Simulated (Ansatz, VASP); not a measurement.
# One calculation of Li2S, two programs

```
Li S
1.0
     0.00000    2.87290    2.87290
     2.87290    0.00000    2.87290
     2.87290    2.87290    0.00000
Li S
2 1
Direct
  0.25000 0.25000 0.25000
  0.75000 0.75000 0.75000
  0.00000 0.00000 0.00000
```

Change from the starting cell: volume scaled by 1.02.

Alike in both runs: task single point; functional LDA; k mesh 7 × 7 × 7; occupations fermi-dirac, width 0.02 eV; no spin polarisation.

|  | VASP | Ansatz |
| --- | --- | --- |
| version | VASP 6.6.1 | Ansatz 0.2.0 |
| potentials or method | VASP PAW LDA potentials, release 64 (Li_sv, S), cutoff 750 eV | all-electron LAPW, scalar-relativistic |

```tsv
	VASP	Ansatz	Ansatz less VASP
gap on the k mesh at the Fermi level (eV)	3.33	3.33	0.000
pressure (GPa)	-3.7	-3.6	+0.10
```

LDA's correlation is that of Perdew and Zunger in VASP and of Perdew and Wang (1992) in Ansatz. Ansatz ran all-electron here, and VASP with PAW potentials.
